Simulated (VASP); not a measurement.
Input of a VASP 6.6.1 run:

The input INCAR:

```
PREC = Accurate
ENCUT = 600
EDIFF = 1E-6
ISMEAR = 0
SIGMA = 0.1
LREAL = False
LASPH = True
NELM = 120
ALGO = Normal
ISIF = 2
LWAVE = False
LCHARG = False
GGA = CA
NBANDS = 11
GGA_COMPAT = False
```

File KPOINTS:

```
regular mesh
0
Gamma
  8 8 8
```

Contents of POSCAR:

```
MgO
1.0
    0.0000000000      2.1351500000      2.1351500000
    2.1351500000      0.0000000000      2.1351500000
    2.1351500000      2.1351500000      0.0000000000
Mg O
1 1
Direct
    0.0000000000      0.0000000000      0.0000000000
    0.5000000000      0.5000000000      0.5000000000
```

Potentials or basis: VASP PAW LDA potentials, release 64 (Mg, O).

The run is started by

```bash
$ cat potpaw_LDA.64/Mg/POTCAR potpaw_LDA.64/O/POTCAR > POTCAR
$ mpirun -np 1 vasp_std > vasp.out
```

Question: Predict the pressure.

Answer: -13.5 GPa.

Question: Predict the band gap on the k mesh.

Answer: 4.27 eV, direct.
